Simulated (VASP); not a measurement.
A run of VASP 6.6.1 is set up as follows.

INCAR

```
  ALGO = Normal
  EDIFF = 1E-7
  ENCUT = 520
  GGA = CA
  ISIF = 2
  ISMEAR = 0
  LASPH = T
  LCHARG = F
  LREAL = F
  LWAVE = F
  NBANDS = 38
  NELM = 80
  PREC = Accurate
  SIGMA = 0.1
```

Contents of KPOINTS:

```
k-points
0
Gamma
  4 4 6
```

Contents of POSCAR:

```
Zr2N
1.0
    5.3364435238      0.0000000000      0.0000000000
    0.0000000000      5.3364435238      0.0000000000
    0.0000000000      0.0000000000      3.2475795893
Zr N
4 2
Direct
    0.2956247459      0.2956247459      0.0000000000
    0.7043752541      0.7043752541      0.0000000000
    0.7956247459      0.2043752541      0.5000000000
    0.2043752541      0.7956247459      0.5000000000
    0.0000000000      0.0000000000      0.0000000000
    0.5000000000      0.5000000000      0.5000000000
```

Potentials or basis: VASP PAW LDA potentials, release 64 (Zr_sv, N).

Command:

```sh
$ cat potpaw_LDA.64/Zr_sv/POTCAR potpaw_LDA.64/N/POTCAR > POTCAR
$ mpirun -np 1 vasp_std > vasp.out
```

Problem. Estimate the band gap on the k mesh.

Solution. Zero (band 29 reaches 11.52 eV, above the bottom of band 30 at 8.90 eV).

Problem. What does it give for the largest force?

Solution. 0.004 eV/Å.

Problem. Predict the pressure.

Solution. 0.4 GPa.

Stress tensor (GPa, compression positive):
```
0.30 0.00 0.00
0.00 0.30 0.00
0.00 0.00 0.59
```
